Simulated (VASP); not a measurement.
# Si3C (Cmmm) in VASP: further runs

Runs on Si3C. Level: PBE. Tasks: single point, relaxation of cell and atoms.

All numbers are computed with VASP 6.6.1; they aren't measurements. Logs are shortened: lines on timing, memory, paths and dates and some standing lists are left out, and cuts for length are marked.

**1. The cell of the first run**

Symmetry: Cmmm, No. 65, orthorhombic system. Conventional cell: a = 5.107 Å, b = 6.209 Å, c = 3.097 Å, α = 90.00°, β = 90.00°, γ = 90.00°. Within 3.3 Å of Si (site symmetry 2/m) lie 10 Si at 2.54 to 3.10 Å and 4 C at 2.54 Å. Si (site symmetry mmm) has 10 Si at 2.54 to 3.10 Å and 4 C at 2.55 to 3.10 Å within 3.3 Å. C (site symmetry mmm) has 12 Si at 2.54 to 3.10 Å and 2 C at 3.10 Å within 3.3 Å.

**2. Single point, PBE**

File INCAR:

```
ALGO = Normal
EDIFF = 1E-6
ENCUT = 520
GGA = PE
ISIF = 2
ISMEAR = 0
LASPH = T
LCHARG = F
LREAL = F
LWAVE = F
NBANDS = 16
NELM = 80
PREC = Accurate
SIGMA = 0.1
```

File KPOINTS:

```
k-points
0
Gamma
  12 12 16
```

File POSCAR:

```
Si3C
1.0
    2.5533143131     -3.1042731149      0.0000000000
    2.5533143131      3.1042731149      0.0000000000
    0.0000000000      0.0000000000      3.0965292069
Si C
3 1
Direct
    0.0000000000      0.5000000000      0.0000000000
    0.0000000000      0.0000000000      0.5000000000
    0.5000000000      0.0000000000      0.0000000000
    0.5000000000      0.5000000000      0.5000000000
```

Potentials or basis: VASP PAW PBE potentials, release 64 (Si, C).

Started as:

```bash
cat potpaw_PBE.64/Si/POTCAR potpaw_PBE.64/C/POTCAR > POTCAR
mpirun -np 1 vasp_std > vasp.out
```

OUTCAR:

```text
EDIFF = 1E-6
   ENCUT = 520
   GGA = PE
   ISIF = 2
   ISMEAR = 0
   LASPH = T
   LREAL = F
   NELM = 80
   PREC = Accurate

 ion  position               nearest neighbor table
   1  0.000  0.500  0.000-   2 2.54   4 2.54   2 2.54   4 2.54   2 2.54   2 2.54   4 2.54   4 2.54
                             3 2.55   3 2.55   3 3.10   3 3.10
   2  0.000  0.000  0.500-   1 2.54   3 2.54   1 2.54   3 2.54   1 2.54   1 2.54   3 2.54   3 2.54
                             4 2.55   4 2.55
   3  0.500  0.000  0.000-   2 2.54   4 2.54   2 2.54   4 2.54   4 2.54   4 2.54   2 2.54   2 2.54
                             1 2.55   1 2.55   1 3.10   1 3.10
   4  0.500  0.500  0.500-   1 2.54   3 2.54   1 2.54   3 2.54   3 2.54   3 2.54   1 2.54   1 2.54
                             2 2.55   2 2.55

  LATTYP: Found a base centered orthorhombic cell.
 ALAT       =     5.1066286262
 B/A-ratio  =     1.2157818170
 C/A-ratio  =     0.6063744661

  Lattice vectors:

 A1 = (   2.5533143131,  -3.1042731149,   0.0000000000)
 A2 = (   2.5533143131,   3.1042731149,   0.0000000000)
 A3 = (   0.0000000000,   0.0000000000,   3.0965292069)

Analysis of symmetry for initial positions (statically):
=====================================================================
 Subroutine PRICEL returns:
 Original cell was already a primitive cell.

 Routine SETGRP: Setting up the symmetry group for a
 base centered orthorhombic supercell.

 Subroutine GETGRP returns: Found  8 space group operations
 (whereof  8 operations were pure point group operations)
 out of a pool of  8 trial point group operations.

The static configuration has the point symmetry D_2h.

Analysis of symmetry for dynamics (positions and initial velocities):
=====================================================================
 Subroutine PRICEL returns:
 Original cell was already a primitive cell.

 Routine SETGRP: Setting up the symmetry group for a
 base centered orthorhombic supercell.

 Subroutine GETGRP returns: Found  8 space group operations
 (whereof  8 operations were pure point group operations)
 out of a pool of  8 trial point group operations.

The dynamic configuration has the point symmetry D_2h.

 Subroutine INISYM returns: Found  8 space group operations
 (whereof  8 operations are pure point group operations),
 and found     1 'primitive' translations

----------------------------------------------------------------------------------------
[... 94 lines left out ...]
   LASPH  =      T    aspherical Exc in radial PAW
   ENCUT  =  520.0 eV  38.22 Ry    6.18 a.u.   7.47  7.47  5.76*2*pi/ulx,y,z
   NELM   =     80;   NELMIN=  2; NELMDL= -5     # of ELM steps
   EDIFF  = 0.1E-05   stopping-criterion for ELM
   LREAL  =      F    real-space projection
   EDIFFG = 0.1E-04   stopping-criterion for IOM
   NSW    =      0    number of steps for IOM
   IBRION =     -1    ionic relax: 0-MD 1-quasi-New 2-CG
   NFREE  =      0    steps in history (QN), initial steepest desc. (CG)
   ISIF   =      2    stress and relaxation
   ISYM   =      2    0-nonsym 1-usesym 2-fastsym
   POTIM  = 0.5000    time-step for ionic-motion
   TEBEG  =    0.0;   TEEND  =   0.0 temperature during run
   PSTRESS=    0.0 pullay stress
   NELECT =      16.0000    total number of electrons
   NUPDOWN=      -1.0000    fix difference up-down
   EMIN   =  10.00;   EMAX   =-10.00  energy-range for DOS
   EFERMI =   0.00;   METHOD = LEGACY
   ISMEAR =     0;   SIGMA  =   0.10  broadening in eV -4-tet -1-fermi 0-gaus
   EFERMI_NEDOS =   21; number of points for ismear=-14 and -15
   IALGO  =     38    algorithm
   IMIX   =      4    mixing-type and parameters
     AMIX     =   0.40;   BMIX     =  1.00
     AMIX_MAG =   1.60;   BMIX_MAG =  1.00
  volume/ion in A,a.u.               =      12.27        82.81
  Fermi-wavevector in a.u.,A,eV,Ry     =   1.126657  2.129073 17.270635  1.269356
  Thomas-Fermi vector in A             =   2.263340
   LORBIT       =      0    0 simple, 1 ext, 2 COOP (PROOUT), +10 PAW based schemes
   GGA     = PE    functional components
   LHFCALC =     F    Hartree Fock is set to
   AEXX    =    0.0000 exact exchange contribution
   IVDW    =     0    specifies the selected vdW correction
   LEPSILON=     F    determine dielectric tensor
   LRPA    =     F    only Hartree local field effects (RPA)
 non-spin polarized calculation
 Gauss-broadening in eV      SIGMA  =   0.10
  energy-cutoff  :      520.00
  volume of cell :       49.09
 maximum number of plane-waves:      1354
 NGX is ok and might be reduce to    30
   NGX = 15   NGY = 15   NGZ = 11

 number of electron      15.9999999 magnetization

 Free energy of the ion-electron system (eV)
  ---------------------------------------------------
  ext. energy  EPLUGINS =         0.00000000
  ---------------------------------------------------
  free energy    TOTEN  =       -20.05550913 eV

  energy without entropy =      -20.04791607  energy(sigma->0) =      -20.05171260

 E-fermi :  10.0054     XC(G=0): -11.5181

 val. band max:       10.0017677403   @ k =  -0.3333   0.3333   0.1250
 cond. band min:      10.0063525061   @ k =  -0.4167   0.2500   0.2500
 fundamental gap:      0.0045847658
 Fermi energy:        10.0054290452

 k-point     1 :       0.0000    0.0000    0.0000
  band No.  band energies     occupation
      1      -5.3532      2.00000
      2       2.1340      2.00000
      3       3.3969      2.00000
      4       3.5879      2.00000
      5       4.5631      2.00000
      6       7.6173      2.00000
[... 433 lines left out ...]
      3       1.9884      2.00000
      4       3.5555      2.00000
      5       6.1830      2.00000
      6       8.8706      2.00000
[... 8 lines left out ...]
     15      16.8084      0.00000
     16      18.2167      0.00000

 [... further k-points ...]
[... 5 lines left out ...]
  --------------------------------------------------------------------------------------
  -------------------------------------------------------------------------------------
  Total       -0.0091686     -0.0119207      0.0003729      0.0000000      0.0000000      0.0000000
  in kB       -0.2992565     -0.3890823      0.0121726      0.0000000      0.0000000      0.0000000
  external PRESSURE =      -0.2253888 kB  Pullay stress =       0.0000000 kB

 VOLUME and BASIS-vectors are now :
 -----------------------------------------------------------------------------
  energy-cutoff  :      520.00
  volume of cell :       49.09
      direct lattice vectors                 reciprocal lattice vectors
     2.553314313 -3.104273115  0.000000000     0.195823913 -0.161068302  0.000000000
     2.553314313  3.104273115  0.000000000     0.195823913  0.161068302  0.000000000
     0.000000000  0.000000000  3.096529207     0.000000000  0.000000000  0.322942215

 POSITION                                       TOTAL-FORCE (eV/Angst)
 -----------------------------------------------------------------------------------
      1.27666      1.55214      0.00000         0.000000      0.000000      0.000000
      0.00000      0.00000      1.54826         0.000000      0.000000      0.000000
      1.27666     -1.55214      0.00000         0.000000      0.000000      0.000000
      2.55331      0.00000      1.54826        -0.000000     -0.000000      0.000000
 -----------------------------------------------------------------------------------
    total drift:                                0.000000      0.000000     -0.000000

  FREE ENERGIE OF THE ION-ELECTRON SYSTEM (eV)
  ---------------------------------------------------
  free  energy   TOTEN  =       -20.0555091299 eV

  energy  without entropy=      -20.0479160722  energy(sigma->0) =      -20.05171260
```

OSZICAR:

```text
N       E                     dE             d eps       ncg     rms          rms(c)
DAV:   1     0.226214786784E+02    0.22621E+02   -0.66029E+03 12384   0.872E+02
DAV:   2    -0.187676422222E+02   -0.41389E+02   -0.37914E+02 17008   0.131E+02
DAV:   3    -0.203190212461E+02   -0.15514E+01   -0.15333E+01 15848   0.225E+01
DAV:   4    -0.203280321982E+02   -0.90110E-02   -0.90064E-02 15384   0.214E+00
DAV:   5    -0.203281012353E+02   -0.69037E-04   -0.69034E-04 16200   0.165E-01    0.580E+00
DAV:   6    -0.201147567669E+02    0.21334E+00   -0.70497E-01 16216   0.516E+00    0.343E+00
DAV:   7    -0.200669952260E+02    0.47762E-01   -0.16519E-01 15376   0.256E+00    0.194E+00
DAV:   8    -0.200565076079E+02    0.10488E-01   -0.39693E-02 14496   0.112E+00    0.249E-01
DAV:   9    -0.200555321271E+02    0.97548E-03   -0.26617E-03 16112   0.338E-01    0.135E-01
DAV:  10    -0.200555106400E+02    0.21487E-04   -0.58670E-04 15104   0.146E-01    0.712E-02
DAV:  11    -0.200555095851E+02    0.10549E-05   -0.34012E-05 15096   0.370E-02    0.132E-02
DAV:  12    -0.200555091299E+02    0.45514E-06   -0.33573E-06 15336   0.113E-02
   1 F= -.20055509E+02 E0= -.20051713E+02  d E =-.759306E-02
```

stdout:

```text
POSCAR found type information on POSCAR SiC
 POSCAR found :  2 types and       4 ions
 scaLAPACK will be used
 LDA part: xc-table for (Slater+PW92), standard interpolation
 POSCAR, INCAR and KPOINTS ok, starting setup
 FFT: planning ... GRIDC
 FFT: planning ... GRID_SOFT
 FFT: planning ... GRID
 WAVECAR not read
 entering main loop
```

Wall time 2.1 min (1 thread of AMD EPYC 9R45 (Zen 5), shared host); peak memory 0.32 GiB.

What came out:

```
Free energy            : -20.0555 eV
Pressure               : 0.0 GPa
Band gap on the k mesh : zero (band 8 reaches 12.04 eV, above the bottom of band 9 at 8.14 eV)
```

**3. Relaxation of cell and atoms, PBE**

This run uses another cell than the first one, of 12.31 Å³/atom, 1.003 times its volume.

File INCAR:

```
SYSTEM = Si3C
ALGO = Normal ; EDIFF = 1E-6
EDIFFG = -0.01 ; ENCUT = 600
GGA = PE ; IBRION = 2
ISIF = 3 ; ISMEAR = 0
LASPH = .TRUE. ; LCHARG = .FALSE.
LREAL = .FALSE. ; LWAVE = .FALSE.
NELM = 80 ; NSW = 100
PREC = Accurate ; SIGMA = 0.1
```

File KPOINTS:

```
k-points
0
G
  12 12 16
  0 0 0
```

File POSCAR:

```
Si3C
1.0
    2.5226738312     -3.1915018491      0.0000000000
    2.5226738312      3.1915018491      0.0000000000
    0.0000000000      0.0000000000      3.0577481890
Si C
3 1
Direct
    0.0000000000      0.5000000000      0.0000000000
    0.0000000000      0.0000000000      0.5000000000
    0.5000000000      0.0000000000      0.0000000000
    0.5000000000      0.5000000000      0.5000000000
```

Potentials or basis: VASP PAW PBE potentials, release 64 (Si, C).

Started as:

```bash
cat potpaw_PBE.64/Si/POTCAR potpaw_PBE.64/C/POTCAR > POTCAR
mpirun -np 1 vasp_std > vasp.out
```

Wall time 11 min (1 thread of AMD EPYC 9R45 (Zen 5), shared host); peak memory 0.35 GiB.

The run converged. Its results:

| Quantity | Value |
| --- | --- |
| Free energy | -20.0560 eV |
| Relaxed volume | 12.26 Å³/atom |
| Relaxed cell | a = 4.017 Å, b = 4.017 Å, c = 3.098 Å, α = 90.00°, β = 90.00°, γ = 101.09° |
| Space group after relaxing (to 0.05 Å) | Cmmm (No. 65) |
| Energy gained by relaxing | 3.0 meV/atom |
| Ionic steps | 12 |
| Pressure after relaxing | 0.0 GPa |
| Band gap on the k mesh | zero (band 8 reaches 12.04 eV, above the bottom of band 9 at 8.15 eV) |

Stress tensor (GPa, compression positive):
```
 0.05  0.00  0.00
 0.00  0.11  0.00
 0.00  0.00 -0.03
```

The path:
| step | energy change (eV) | largest force (eV/Å) | pressure (GPa) | volume (Å³) |
| --- | --- | --- | --- | --- |
| 1 | 0.0000 | 0.0000 | -0.37 | 49.24 |
| 2 | -0.0060 | 0.0000 | 0.24 | 49.03 |
| 3 | -0.0081 | 0.0000 | 0.88 | 48.81 |
| 4 | -0.0097 | 0.0000 | -0.18 | 49.30 |
| 5 | -0.0098 | 0.0000 | -0.06 | 49.24 |
| 6 | -0.0101 | 0.0000 | -0.07 | 49.23 |
| 7 | -0.0108 | 0.0000 | -0.10 | 49.20 |
| 8 | -0.0117 | 0.0000 | -0.14 | 49.13 |
| 9 | -0.0118 | 0.0000 | -0.15 | 49.14 |
| 10 | -0.0118 | 0.0000 | -0.15 | 49.14 |
| 11 | -0.0116 | 0.0000 | 0.40 | 48.88 |
| 12 | -0.0118 | 0.0000 | 0.04 | 49.05 |

Final structure:
```yaml
crystal:
  lattice:
    - [2.55264, -3.10157, 0.00000]
    - [2.55264, 3.10157, 0.00000]
    - [0.00000, 0.00000, 3.09773]
  atoms:
    - { symbol: Si, position: [0.00000, 0.50000, 0.00000] }
    - { symbol: Si, position: [0.00000, 0.00000, 0.50000] }
    - { symbol: Si, position: [0.50000, 0.00000, 0.00000] }
    - { symbol: C, position: [0.50000, 0.50000, 0.50000] }
```

Levels at points of the mesh, in eV from the Fermi level:
```tsv
k point	band 4	band 5	band 6	band 7	band 8	band 9	band 10	band 11	band 12
(0.00, 0.00, 0.00)	-6.42	-5.44	-2.38	-2.34	-1.01	2.25	2.71	2.85	5.67
(0.50, 0.00, 0.00)	-5.64	-3.02	-2.74	-0.99	0.37	1.79	1.99	3.55	4.85
(0.50, 0.50, 0.00)	-9.57	-0.33	0.78	1.03	2.03	2.18	2.24	3.72	3.86
(0.00, 0.00, 0.50)	-3.95	-3.57	-2.80	-2.78	-1.97	-1.71	-1.66	0.27	2.21
(0.50, 0.00, 0.50)	-8.93	-3.25	-2.78	-2.53	-1.53	-0.10	0.37	0.78	1.94
(0.50, 0.50, 0.50)	-7.41	-6.69	-6.41	-6.35	-5.44	2.55	4.24	5.27	6.26
```
